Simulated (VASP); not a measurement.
The system is SiF2.

```
CELL_PARAMETERS angstrom
4.13895 0.00000 0.00000
0.00000 5.05156 0.00000
0.00000 0.00000 3.15352
ATOMIC_POSITIONS crystal
Si 0.00000 0.00000 0.00000
Si 0.50000 0.50000 0.50000
F 0.20040 0.37870 0.00000
F 0.79960 0.62130 0.00000
F 0.70040 0.12130 0.50000
F 0.29960 0.87870 0.50000
```

```yaml
Program: VASP 6.6.1
Task: relaxation of cell and atoms
Functional: PBE
Potentials_or_basis: VASP PAW PBE potentials, release 64 (Si, F)
Cutoff: 600 eV
k_mesh: 4 × 4 × 6
Occupations: gaussian, width 0.1 eV
Spin: no spin polarisation
```

At the start: pressure 32.5 GPa; volume 10.99 Å³/atom.

Task: How do energy, volume and symmetry change on relaxing?

Result: Over 14 steps the energy falls by 416.0 meV/atom and the volume is 14.69 Å³/atom (+33.7 %); space group Pnnm (No. 58, to 0.05 Å).

Step by step:
```tsv
step	energy change (eV)	largest force (eV/Å)	pressure (GPa)	volume (Å³)
1	0.0000	1.9077	32.46	65.93
2	-1.9294	0.8570	-4.59	89.52
3	-1.9527	0.8926	-1.83	86.12
4	-1.9534	0.8871	-2.20	86.56
5	-2.1202	0.6204	-0.60	85.35
6	-2.2711	0.2363	3.82	82.66
7	-2.3724	0.2056	-0.40	87.21
8	-2.3784	0.2019	-1.60	88.65
9	-2.4178	0.1527	-1.15	88.56
10	-2.4695	0.0865	-0.25	88.25
11	-2.4746	0.0787	-0.01	88.11
12	-2.4750	0.0751	0.03	88.04
13	-2.4874	0.0596	0.11	88.10
14	-2.4961	0.0303	0.17	88.15
```

Final structure:
```
Si F
1.0
     4.79144    0.00000    0.00000
     0.00000    5.17666    0.00000
     0.00000    0.00000    3.55398
Si F
2 4
Direct
  0.00000 0.00000 0.00000
  0.50000 0.50000 0.50000
  0.28656 0.30154 0.00000
  0.71344 0.69846 0.00000
  0.78656 0.19846 0.50000
  0.21344 0.80154 0.50000
```

Caveat: the volume moved by over 15 % at a fixed basis, so the end points are rough.
